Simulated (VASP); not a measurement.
Runs of VASP 6.6.1 on Nd2H3. The structure is that of space group R-3m (No. 166), or close to it. The cells are those of the table. The cell was built from a structure type or drawn by symmetry, and may not be a known phase.

| task | cell | k mesh | gap on the mesh (eV) | pressure (GPa) | relaxed volume (Å³/atom) |
| --- | --- | --- | --- | --- | --- |
| single point | a = 4.735 Å, angles 63.9°, 5 atoms | 12 × 12 × 12 | none | 0.0 | - |
| relaxation of cell and atoms | relaxed from a = 4.732 Å, angles 64.0°, 5 atoms | 12 × 12 × 12 | none | 0.0 | (a) |
| single point | a = 4.813 Å, angles 67.0°, 5 atoms | 6 × 6 × 6 | none | -4.3 | - |
| single point | a = 4.732 Å, angles 64.0°, 5 atoms | 6 × 6 × 6 | none | 0.0 | - |
| relaxation of cell and atoms | relaxed from a = 4.813 Å, angles 67.0°, 5 atoms | 6 × 6 × 6 | none | 0.1 | 16.25 |

Alike in all rows: level PBE; potentials or basis VASP PAW PBE potentials, release 64 (Nd_3, H), 4f in core; no spin polarisation; cutoff (eV) 500; smearing gaussian 0.1 eV.

Estimate the missing entries.

(a) 16.29.

Caveats: spin-orbit coupling is left out, which moves the levels of the heavy elements; the 4f electrons are frozen in the core, so they carry no moment and show no levels; the cell stands under tension (at least some runs).

A k mesh can miss the band edges, and the runs leave out spin-orbit coupling on Nd.

A gap of «none» marks levels without a gap at the run's occupations.
